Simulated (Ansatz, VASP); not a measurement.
# One calculation of Ge, two programs

INCAR

```
  PREC = Accurate
  ENCUT = 520
  EDIFF = 1E-7
  ISMEAR = 0
  SIGMA = 0.1
  LREAL = False
  LASPH = True
  NELM = 80
  ALGO = Normal
  ISIF = 2
  LWAVE = False
  LCHARG = False
  NBANDS = 21
```

The input KPOINTS:

```
regular mesh
0
Gamma
  14 14 14
```

File POSCAR:

```
Ge
1.0
    0.0000000000      2.7823194702      2.7823194702
    2.7823194702      0.0000000000      2.7823194702
    2.7823194702      2.7823194702      0.0000000000
Ge
2
Direct
    0.5000000000      0.5000000000      0.5000000000
    0.7500000000      0.7500000000      0.7500000000
```

Input for Ansatz:

```yaml
crystal:
  lattice:
    - [0.0, 2.7823194702, 2.7823194702]
    - [2.7823194702, 0.0, 2.7823194702]
    - [2.7823194702, 2.7823194702, 0.0]
  atoms:
    - { symbol: Ge, position: [0.5, 0.5, 0.5] }
    - { symbol: Ge, position: [0.75, 0.75, 0.75] }
basis:
  ecutwfc: 420
kpoints:
  mp_grid: { grid: [14, 14, 14] }
hamiltonian:
  xc: lda
  pseudopotentials: { kind: paw, azcp: { folder: soft_1 } }
scf:
  occupations: { method: gaussian, width: 0.1 }
output:
  forces: true
  stress: true
  eigenvalues: true
```

Alike in both runs: task single point; functional LDA; k mesh 14 × 14 × 14; occupations gaussian, width 0.1 eV; no spin polarisation.

|  | VASP | Ansatz |
| --- | --- | --- |
| version | VASP 6.6.1 | Ansatz 0.2.0 |
| potentials or method | VASP PAW LDA potentials, release 64 (Ge_d), cutoff 520 eV | scalar-relativistic, plane waves, PAW |
| valence electrons in the cell | 28 | 28 |

|  | VASP | Ansatz | Ansatz less VASP |
| --- | --- | --- | --- |
| gap on the k mesh at the Fermi level (eV) | 0.22 | 0.20 | -0.019 |
| least direct gap on the mesh (eV) | 0.32 | 0.27 | -0.044 |
| pressure (GPa) | 2.5 | 2.4 | -0.17 |

Ansatz warns that its potentials were made for another functional, while VASP's fit it. LDA's correlation is that of Perdew and Zunger in VASP and of Perdew and Wang (1992) in Ansatz.
